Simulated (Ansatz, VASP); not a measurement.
**Ge: VASP beside Ansatz**

The input INCAR:

```
PREC = Accurate ; ENCUT = 520
EDIFF = 1E-7 ; ISMEAR = 0
SIGMA = 0.15 ; LREAL = F
LASPH = T ; NELM = 60
ALGO = Fast ; ISIF = 2
LWAVE = F ; LCHARG = F
GGA = PE ; NBANDS = 66
```

The input KPOINTS:

```
regular mesh
0
Gamma
  15 15 4
```

Contents of POSCAR:

```
Ge
1.0
    4.0391102337      0.0000000000      0.0000000000
   -2.0195551169      3.4979720711      0.0000000000
    0.0000000000      0.0000000000     13.5136511089
Ge
8
Direct
    0.0000000000      0.0000000000      0.4011510280
    0.0000000000      0.0000000000      0.5988489720
    0.0000000000      0.0000000000      0.9011510280
    0.0000000000      0.0000000000      0.0988489720
    0.3333333333      0.6666666667      0.3442031336
    0.6666666667      0.3333333333      0.6557968664
    0.6666666667      0.3333333333      0.8442031336
    0.3333333333      0.6666666667      0.1557968664
```

Input for Ansatz:

```yaml
crystal:
  lattice:
    - [4.0391102337, 0.0, 0.0]
    - [-2.0195551169, 3.4979720711, 0.0]
    - [0.0, 0.0, 13.5136511089]
  atoms:
    - { symbol: Ge, position: [0.0, 0.0, 0.401151028] }
    - { symbol: Ge, position: [0.0, 0.0, 0.598848972] }
    - { symbol: Ge, position: [0.0, 0.0, 0.901151028] }
    - { symbol: Ge, position: [0.0, 0.0, 0.098848972] }
    - { symbol: Ge, position: [0.3333333333, 0.6666666667, 0.3442031336] }
    - { symbol: Ge, position: [0.6666666667, 0.3333333333, 0.6557968664] }
    - { symbol: Ge, position: [0.6666666667, 0.3333333333, 0.8442031336] }
    - { symbol: Ge, position: [0.3333333333, 0.6666666667, 0.1557968664] }
basis:
  ecutwfc: 420
kpoints:
  mp_grid: { grid: [15, 15, 4] }
hamiltonian:
  xc: pbe
scf:
  occupations: { method: gaussian, width: 0.15 }
output:
  forces: true
  stress: true
  eigenvalues: true
```

Alike in both runs: task single point; functional PBE; k mesh 15 × 15 × 4; occupations gaussian, width 0.15 eV; no spin polarisation.

|  | VASP | Ansatz |
| --- | --- | --- |
| version | VASP 6.6.1 | Ansatz 0.2.0 |
| potentials or method | VASP PAW PBE potentials, release 64 (Ge_d), cutoff 520 eV | scalar-relativistic, plane waves, PAW |
| valence electrons in the cell | 112 | 112 |

VASP gave:

```
gap on the k mesh at the Fermi level (eV)                     : none
pressure (GPa)                                                : 0.5
traceless stress, the component that is largest in VASP (GPa) : -3.36
rms of the force components (eV/Å)                            : 0.488
```

Problem. Which values does Ansatz return?

Solution. gap on the k mesh at the Fermi level (eV): none; pressure (GPa): 0.5; traceless stress, the component that is largest in VASP (GPa): -3.38; rms of the force components (eV/Å): 0.488.

Atom by atom the forces differ by 0.000 eV/Å (rms over components). A gap of «none» marks a metal or a gap that the smearing closes. With one functional, cell and mesh, what is left measures potentials, basis and numerics.
